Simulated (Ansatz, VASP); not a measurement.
**C in VASP and in Ansatz**

```
C
1.0
    -3.49048   -1.95303   -0.87674
     3.52078   -2.04691   -0.77715
     0.07171   -0.03154    5.03752
C
12
Cartesian
  2.4112 -1.2419 1.5255
  -1.3216 -3.3548 3.3156
  0.0997 -2.4201 0.9990
  0.1476 -2.4287 3.5094
  -2.0818 -1.1067 1.5770
  1.3568 -3.2086 3.1725
  -1.2946 -0.7918 0.0435
  -1.2891 -0.8385 2.6813
  -0.1779 -1.5193 -0.1391
  -0.0465 -1.6382 2.4642
  1.3704 -0.8733 0.1440
  1.4077 -0.7670 2.6628
```

Change from the starting cell: cell x2, atoms moved at random (sigma 0.1 Å) and cell strained at random (1.5 %), then relaxed without symmetry.

Alike in both runs: task relaxation of cell and atoms; functional PBE; k mesh 6 × 6 × 6; occupations gaussian, width 0.2 eV; no spin polarisation.

|  | VASP | Ansatz |
| --- | --- | --- |
| version | VASP 6.6.1 | Ansatz 0.2.0 |
| potentials or method | VASP PAW PBE potentials, release 64 (C), cutoff 600 eV | scalar-relativistic, plane waves, PAW |
| valence electrons in the cell | 48 | 48 |

```tsv
	VASP	Ansatz	Ansatz less VASP
gap on the k mesh at the Fermi level, each at its own relaxed structure (eV)	none	none	-
relaxed volume (Å³/atom)	6.08	6.08	-0.001
relaxed length of the cell vector where the two differ most in proportion (Å)	5.078	5.079	+0.0011
```

A gap of «none» marks a metal or a gap that the smearing closes.
